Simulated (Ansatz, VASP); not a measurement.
## Two plane-wave programs on NiI

```
I Ni
1.0
     4.05554    0.00000    0.00000
    -2.02777    3.51220    0.00000
     0.00000    0.00000    6.87249
I Ni
2 2
Direct
  0.66667 0.33333 0.50519
  0.33333 0.66667 0.00519
  0.66667 0.33333 0.86982
  0.33333 0.66667 0.36982
```

Alike in both runs: task single point; functional PBE; k mesh 8 × 8 × 4; occupations fermi-dirac, width 0.05 eV; collinear spin.

|  | VASP | Ansatz |
| --- | --- | --- |
| version | VASP 6.6.1 | Ansatz 0.2.0 |
| potentials or method | VASP PAW PBE potentials, release 64 (I, Ni) | Ansatz PAW |
| plane-wave cutoff (eV) | 520 | 420 |
| valence electrons in the cell | 34 | 70 |

```csv
,VASP,Ansatz,Ansatz less VASP
gap on the k mesh at the Fermi level (eV),none,none,-
pressure (GPa),0.6,0.6,+0.03
rms of the force components (eV/Å),0.013,0.013,+0.0003
net moment per atom (μB),0.16,0.17,+0.007
size of the moment on the site where the two differ most (μB),0.26,0.27,+0.013
```

Site moments also hang on the region over which each program counts them. Atom by atom the forces differ by 0.000 eV/Å (rms over components). A gap of «none» marks a metal or a gap that the smearing closes. VASP's potentials hold 34 valence electrons a cell and Ansatz's 70, so a difference there can come from the potentials and not from the codes.

Neither program's run includes spin-orbit coupling.
